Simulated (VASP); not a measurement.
Runs of VASP 6.6.1 on PbF2. The structure is that of space group Fm-3m (No. 225), or close to it. The cells are those of the table. 

| task | level | potentials or basis | cell | k mesh | cutoff (eV) | grid for exact exchange (PRECFOCK) | share of exact exchange | gap on the mesh (eV) | pressure (GPa) | relaxed volume (Å³/atom) |
| --- | --- | --- | --- | --- | --- | --- | --- | --- | --- | --- |
| relaxation of cell and atoms | BLYP | VASP PAW PBE potentials, release 64 (Pb_d, F) | relaxed from a = 4.191 Å, angles 60.0°, 3 atoms | 8 × 8 × 8 | 600 | - | - | 4.47 | 0.0 | 18.57 |
| relaxation of cell and atoms | RPBE+D3(BJ) | VASP PAW PBE potentials, release 64 (Pb_d, F) | relaxed from a = 4.191 Å, angles 60.0°, 3 atoms | 8 × 8 × 8 | 600 | - | - | 4.53 | 0.0 | 16.61 |
| single point | PBE-based global hybrid with 25 % exact exchange | VASP PAW PBE potentials, release 64 (Pb_d, F) | a = 4.191 Å, angles 60.0°, 3 atoms | 5 × 5 × 5 | 520 | Normal | 0.25 | 6.58 | 0.7 | - |
| single point | r2SCAN | VASP PAW PBE potentials, release 64 (Pb_d, F) | a = 4.191 Å, angles 60.0°, 3 atoms | 8 × 8 × 8 | 660 | - | - | 4.94 | -0.4 | - |
| single point | r2SCAN | VASP PAW PBE potentials, release 64 (Pb_d, F) | a = 4.106 Å, angles 60.0°, 3 atoms | 8 × 8 × 8 | 660 | - | - | (b) | 5.1 | - |
| relaxation of cell and atoms | PBEsol | VASP PAW PBE potentials, release 64 (Pb_d, F) | relaxed from a = 4.191 Å, angles 60.0°, 3 atoms | 8 × 8 × 8 | 600 | - | - | 4.30 | 0.0 | 17.05 |
| relaxation of cell and atoms | LDA | VASP PAW LDA potentials, release 64 (Pb_d, F) | relaxed from a = 4.191 Å, angles 60.0°, 3 atoms | 8 × 8 × 8 | 600 | - | - | (a) | 0.0 | 16.34 |
| single point | PBEsol+D4 | VASP PAW PBE potentials, release 64 (Pb_d, F) | a = 4.159 Å, angles 60.0°, 3 atoms | 8 × 8 × 8 | 600 | - | - | 4.30 | -0.2 | - |

Alike in all rows: no spin polarisation; smearing fermi-dirac 0.05 eV.

Task: Fill in the values left out.

Result: (a) 4.20; (b) 4.90.

Caveats: spin-orbit coupling is left out, which moves the levels of the heavy elements; the PAW data sets were made with another functional, which shifts forces and pressure a little (at least some runs); an odd mesh through Γ misses points on the zone boundary, where band edges can lie (at least some runs); the cell stands under pressure (at least some runs).

A k mesh can miss the band edges, and the runs leave out spin-orbit coupling on Pb.
